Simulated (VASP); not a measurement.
Ag5Pt3Au2: single point with PBE

Ag5Pt3Au2:

```
CELL_PARAMETERS angstrom
-6.01400 4.16748 2.01112
6.01284 4.16980 -2.01923
-2.02334 -4.16227 -6.09980
ATOMIC_POSITIONS crystal
Ag 0.04740 0.34482 0.89503
Ag 0.55494 0.85382 0.90337
Ag 0.35195 0.45489 0.30356
Ag 0.39802 0.79919 0.20132
Ag 0.74884 0.25180 0.49743
Ag 0.84594 0.94848 0.29823
Ag 0.44813 0.15292 0.10125
Ag 0.50229 0.49661 0.00302
Ag 0.90193 0.30330 0.19981
Ag 0.95202 0.64892 0.09774
Pt 0.10671 0.70600 0.80028
Pt 0.14132 0.03906 0.69611
Pt 0.24770 0.75367 0.50517
Pt 0.69651 0.89664 0.59643
Pt 0.00045 0.00186 0.99450
Pt 0.80974 0.60872 0.40571
Au 0.20303 0.40543 0.60750
Au 0.59239 0.19249 0.79083
Au 0.66088 0.55752 0.70338
Au 0.28865 0.09745 0.39525
```

```json
{
  "Program": "VASP 6.6.1",
  "Task": "single point",
  "Functional": "PBE",
  "Potentials or basis": "VASP PAW PBE potentials, release 64 (Ag, Pt, Au)",
  "Cutoff": "520 eV",
  "k mesh": "2 × 2 × 2, shifted",
  "Occupations": "gaussian, width 0.1 eV",
  "Spin": "no spin polarisation"
}
```

| Quantity | Value |
| --- | --- |
| Pressure | -0.3 GPa |
| Largest force | 0.018 eV/Å |
| Band gap on the k mesh | zero (bands 107 and 108 overlap by 0.49 eV) |

Forces in eV/Å, atoms in the order of the input:
```
Ag  -0.004 -0.002  0.002
Ag   0.012 -0.008  0.011
Ag  -0.007 -0.010  0.005
Ag  -0.006 -0.003  0.000
Ag   0.001  0.007  0.000
Ag  -0.005 -0.006 -0.002
Ag  -0.002  0.011 -0.006
Ag   0.000  0.006  0.000
Ag   0.000  0.004 -0.007
Ag   0.000  0.002 -0.009
Pt   0.002 -0.017  0.004
Pt   0.012 -0.006  0.002
Pt  -0.003 -0.002 -0.002
Pt  -0.005  0.014  0.008
Pt   0.004  0.010  0.013
Pt   0.002 -0.005 -0.006
Au  -0.006  0.016 -0.007
Au  -0.003 -0.006 -0.009
Au   0.003 -0.001 -0.002
Au   0.004 -0.004  0.003
```

Stress tensor (GPa, compression positive):
```
-0.31  0.02 -0.02
 0.02 -0.21 -0.02
-0.02 -0.02 -0.27
```

Levels at points of the mesh, in eV from the Fermi level:
```csv
k point,band 103,band 104,band 105,band 106,band 107,band 108,band 109,band 110,band 111,band 112
"(0.25, 0.25, 0.25)",-0.79,-0.58,0.09,0.23,0.34,0.54,0.59,0.70,0.78,0.90
```

Run time: 7.8 min on 1 thread of Intel(R) Xeon(R) Platinum 8488C (Sapphire Rapids), on a shared host, peak memory 0.5 GiB.

Caveat: the k points lie up to 0.51 Å⁻¹ apart; spin-orbit coupling is left out, which moves the levels of the heavy elements.
